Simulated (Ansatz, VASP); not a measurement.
One calculation of Be3TeO2, two programs

INCAR

```
PREC = Accurate
ENCUT = 600
EDIFF = 1E-6
ISMEAR = 0
SIGMA = 0.1
LREAL = F
LASPH = T
NELM = 60
ALGO = Normal
ISIF = 3
LWAVE = F
LCHARG = F
GGA = PE
IBRION = 2
NSW = 90
EDIFFG = -0.04
```

KPOINTS

```
regular mesh
0
Gamma
  4 4 4
```

The input POSCAR:

```
Be3TeO2
1.0
    4.5094308900      0.0000000000      0.0000000000
    0.0000000000      4.5094308900      0.0000000000
    0.0000000000      0.0000000000      4.2383487600
Be Te O
3 1 2
Direct
    0.0000000000      0.5000000000      0.8937637300
    0.5000000000      0.0000000000      0.8937637300
    0.5000000000      0.5000000000      0.8905835900
    0.0000000000      0.0000000000      0.6619870700
    0.5000000000      0.5000000000      0.3004124700
    0.5000000000      0.5000000000      0.6191569000
```

Input for Ansatz:

```yaml
crystal:
  lattice:
    - [4.50943089, 0.0, 0.0]
    - [0.0, 4.50943089, 0.0]
    - [0.0, 0.0, 4.23834876]
  atoms:
    - { symbol: Be, position: [0.0, 0.5, 0.89376373] }
    - { symbol: Be, position: [0.5, 0.0, 0.89376373] }
    - { symbol: Be, position: [0.5, 0.5, 0.89058359] }
    - { symbol: Te, position: [0.0, 0.0, 0.66198707] }
    - { symbol: O, position: [0.5, 0.5, 0.30041247] }
    - { symbol: O, position: [0.5, 0.5, 0.6191569] }
basis:
  ecutwfc: 420
kpoints:
  mp_grid: { grid: [4, 4, 4] }
hamiltonian:
  xc: pbe
scf:
  occupations: { method: gaussian, width: 0.1 }
  lower_state_search: "off"
output:
  forces: true
  stress: true
  eigenvalues: true
relax:
  adjacent_minimum: "off"
  f_tol: 0.04
  max_steps: 70
  cell: { stress_tol: 0.4 }
```

Alike in both runs: task relaxation of cell and atoms; functional PBE; k mesh 4 × 4 × 4; occupations gaussian, width 0.1 eV; no spin polarisation.

|  | VASP | Ansatz |
| --- | --- | --- |
| version | VASP 6.6.1 | Ansatz 0.2.0 |
| potentials or method | VASP PAW PBE potentials, release 64 (Be, Te, O), cutoff 600 eV | scalar-relativistic, plane waves, PAW |
| valence electrons in the cell | 24 | 34 |

VASP gave:

* gap on the k mesh at the Fermi level, each at its own relaxed structure (eV): 0.09
* relaxed volume (Å³/atom): 14.56
* relaxed cell length with the largest relative difference (Å): 6.187

Q: Estimate Ansatz's values.

A: gap on the k mesh at the Fermi level, each at its own relaxed structure (eV): 0.96; relaxed volume (Å³/atom): 13.80; relaxed cell length with the largest relative difference (Å): 5.403.

One of these differences is far larger than is usual between the two programs; its cause wasn't traced. VASP's potentials hold 24 valence electrons a cell and Ansatz's 34, so a difference there can come from the potentials and not from the codes.

Spin-orbit coupling is off throughout.
